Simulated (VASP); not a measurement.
Input of a VASP 6.6.1 run:

The input INCAR:

```
SYSTEM = SiGe2
  PREC = Accurate
  ENCUT = 600
  EDIFF = 1E-7
  ISMEAR = 0
  SIGMA = 0.1
  LREAL = .False.
  LASPH = .True.
  NELM = 80
  ALGO = Normal
  ISIF = 3
  LWAVE = .False.
  LCHARG = .False.
  GGA = PE
  IBRION = 2
  NSW = 90
  EDIFFG = -0.04
```

The input KPOINTS:

```
regular mesh
0
Gamma
  6 6 4
  0 0 0
```

The input POSCAR:

```
SiGe2
1.0
    3.0938919000      0.0000000000      0.0000000000
   -1.5469459500      2.6793889800      0.0000000000
    0.0000000000      0.0000000000      6.3676525900
Si Ge
1 2
Direct
    0.0000000000      0.0000000000      0.0000000000
    0.0000000000      0.0000000000      0.3494276400
    0.0000000000      0.0000000000      0.6505723600
```

Potentials or basis: VASP PAW PBE potentials, release 64 (Si, Ge_d).

Command:

```bash
$ cat potpaw_PBE.64/Si/POTCAR potpaw_PBE.64/Ge_d/POTCAR > POTCAR
$ mpirun -np 1 vasp_std > vasp.out
```

Question: What does it give for the space group after relaxing (to 0.05 Å)?

Answer: P6/mmm (No. 191).

Question: Estimate the relaxed cell.

Answer: a = 2.765 Å, b = 2.765 Å, c = 8.248 Å, α = 90.00°, β = 90.00°, γ = 120.00°.

Forces on the atoms (eV/Å):
```
Si   0.000  0.000  0.000
Ge   0.000  0.000 -0.025
Ge   0.000  0.000  0.025
```

Caveat: the k points lie up to 0.44 Å⁻¹ apart in the final cell.
